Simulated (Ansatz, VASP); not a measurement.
One calculation of CdS, two programs

The input POSCAR:

```
CdS
1.0
    4.1646212322      0.0000000000      0.0000000000
   -2.0823106161      3.6066677843      0.0000000000
    0.0000000000      0.0000000000      6.7659754265
Cd S
2 2
Direct
    0.3333333333      0.6666666667     -0.0009650882
    0.6666666667      0.3333333333      0.4990349118
    0.3333333333      0.6666666667      0.3759650882
    0.6666666667      0.3333333333      0.8759650882
```

File INCAR.step1:

```
PREC = Accurate
ENCUT = 520
ISMEAR = 0
SIGMA = 0.01
LREAL = False
LASPH = True
NELM = 100
NBANDS = 26
GGA = PE
ALGO = Normal
EDIFF = 1E-4
LWAVE = True
LCHARG = False
```

Contents of INCAR.step2:

```
PREC = Accurate
ENCUT = 520
EDIFF = 1E-7
ISMEAR = 0
SIGMA = 0.01
LREAL = False
LASPH = True
NELM = 100
ALGO = Normal
ISIF = 2
LWAVE = False
LCHARG = False
METAGGA = R2SCAN
LMIXTAU = True
NBANDS = 26
ISTART = 1
```

Contents of KPOINTS:

```
regular mesh
0
Gamma
  6 6 4
```

Input for Ansatz:

```yaml
crystal:
  lattice:
    - [4.1646212322, 0.0, 0.0]
    - [-2.0823106161, 3.6066677843, 0.0]
    - [0.0, 0.0, 6.7659754265]
  atoms:
    - { symbol: Cd, position: [0.3333333333, 0.6666666667, -0.0009650882] }
    - { symbol: Cd, position: [0.6666666667, 0.3333333333, 0.4990349118] }
    - { symbol: S, position: [0.3333333333, 0.6666666667, 0.3759650882] }
    - { symbol: S, position: [0.6666666667, 0.3333333333, 0.8759650882] }
kpoints:
  mp_grid: { grid: [6, 6, 4] }
hamiltonian:
  xc: r2scan
scf:
  occupations: { method: fixed }
  n_extra_bands: 5
output:
  forces: true
  stress: true
  eigenvalues: true
```

Alike in both runs: task single point; functional r2SCAN; k mesh 6 × 6 × 4; no spin polarisation.

|  | VASP | Ansatz |
| --- | --- | --- |
| version | VASP 6.6.1 | Ansatz 0.2.0 |
| potentials or method | VASP PAW PBE potentials, release 64 (Cd, S) | plane waves, PAW |
| plane-wave cutoff (eV) | 520 | 500 |
| occupations | gaussian, width 0.01 eV | fixed |
| valence electrons in the cell | 36 | 52 |

```tsv
	VASP	Ansatz	Ansatz less VASP
gap on the k mesh at the Fermi level (eV)	1.63	1.63	+0.005
pressure (GPa)	0.3	0.0	-0.31
```

VASP's potentials were made for PBE, not for r2SCAN. VASP's potentials hold 36 valence electrons a cell and Ansatz's 52, so a difference there can come from the potentials and not from the codes.
